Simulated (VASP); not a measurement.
Wanted: the native input for a VASP 6.6.1 run.

```yaml
Task: single point
Functional: PBEsol
Potentials_or_basis: VASP PAW PBE potentials, release 64 (Mo_sv, Se)
Cutoff: 520 eV
k_mesh: 14 × 14 × 14
Occupations: gaussian, width 0.1 eV
Spin: collinear spin
Starting_moments: "[3.5, 0.0] μB"
Dipole_correction: no
Further_INCAR_settings: ALGO = Normal; EDIFF = 1e-06; NBANDS = 21
```

The structure of MoSe lies in POSCAR:

```
MoSe
1.0
    3.1681740850      0.0000000000      0.0000000000
    0.0000000000      3.1681740850      0.0000000000
    0.0000000000      0.0000000000      3.1681740850
Mo Se
1 1
Direct
    0.0000000000      0.0000000000      0.0000000000
    0.5000000000      0.5000000000      0.5000000000
```

The input as run:

INCAR

```
PREC = Accurate ; ENCUT = 520
EDIFF = 1E-6 ; ISMEAR = 0
SIGMA = 0.1 ; LREAL = False
LASPH = True ; NELM = 150
ALGO = Normal ; ISIF = 2
LWAVE = False ; LCHARG = True
ISPIN = 2 ; MAGMOM = 3.5 0
LORBIT = 11 ; LMAXMIX = 4
GGA = PS ; LELF = True
LVHAR = True ; NBANDS = 21
```

KPOINTS

```
Automatic mesh
0
Gamma
  14 14 14
```

Potentials or basis: VASP PAW PBE potentials, release 64 (Mo_sv, Se).

Run with:

```console
$ cat potpaw_PBE.64/Mo_sv/POTCAR potpaw_PBE.64/Se/POTCAR > POTCAR
$ mpirun -np 1 vasp_std > vasp.out
```

Results of the run:

```yaml
Pressure: -10.0 GPa
Band_gap_on_the_k_mesh: zero (filled and empty bands overlap)
Net_moment: 0.00 μB per cell
Valence_electrons_inside_the_program's_atomic_spheres: Mo 12.35; Se 3.85
```

Caveat: the cell stands under tension; the PAW data sets were made with another functional, which shifts forces and pressure a little.

It took 37 s on 1 thread of Intel(R) Xeon(R) 6975P-C (Granite Rapids), with other jobs on the host, peak memory 0.24 GiB.
